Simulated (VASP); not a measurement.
Write the native input for VASP 6.6.1 that does the following.

| Property | Result |
| --- | --- |
| Task | single point |
| Functional | PBE |
| Potentials or basis | VASP PAW PBE potentials, release 64 (Sn_d, O) |
| Cutoff | 600 eV |
| k mesh | 5 × 5 × 5 |
| Occupations | gaussian, width 0.2 eV |
| Spin | no spin polarisation |
| Dipole correction | no |
| Further INCAR settings | ALGO = Normal; EDIFF = 1e-06; NBANDS = 24 |

The structure of SnO3 lies in POSCAR:

```
SnO3
1.0
    4.1305259061      0.0000000028      0.0000000000
   -2.0652629555      3.5771403642      0.0000000000
    0.0000000000      0.0000000000      3.2950456517
Sn O
1 3
Direct
    0.0000000000      0.0000000000      0.0000000000
    0.5000000000      0.0000000000      0.5000000000
    0.0000000000      0.5000000000      0.5000000000
    0.5000000000      0.5000000000      0.5000000000
```

The cell was generated, and may not be a known phase.

One way to write it, as run:

INCAR

```
PREC = Accurate ; ENCUT = 600
EDIFF = 1E-6 ; ISMEAR = 0
SIGMA = 0.2 ; LREAL = F
LASPH = T ; NELM = 120
ALGO = Normal ; ISIF = 2
LWAVE = F ; LCHARG = F
GGA = PE ; NBANDS = 24
GGA_COMPAT = F
```

KPOINTS

```
regular mesh
0
Gamma
  5 5 5
```

Potentials or basis: VASP PAW PBE potentials, release 64 (Sn_d, O).

The run is started by

```bash
$ cat potpaw_PBE.64/Sn_d/POTCAR potpaw_PBE.64/O/POTCAR > POTCAR
$ mpirun -np 1 vasp_std > vasp.out
```

It gave:

| Property | Result |
| --- | --- |
| Pressure | -0.1 GPa |
| Band gap on the k mesh | zero (bands 16 and 17 overlap by 1.20 eV) |

Caveat: the k points lie up to 0.38 Å⁻¹ apart, too coarse for converged energies and pressures of a metal; spin-orbit coupling is left out, which moves the levels of the heavy elements.

Wall time 25 s on 1 thread of Intel(R) Xeon(R) Platinum 8375C CPU @ 2.90GHz (Ice Lake) (shared host), peak memory 0.18 GiB.
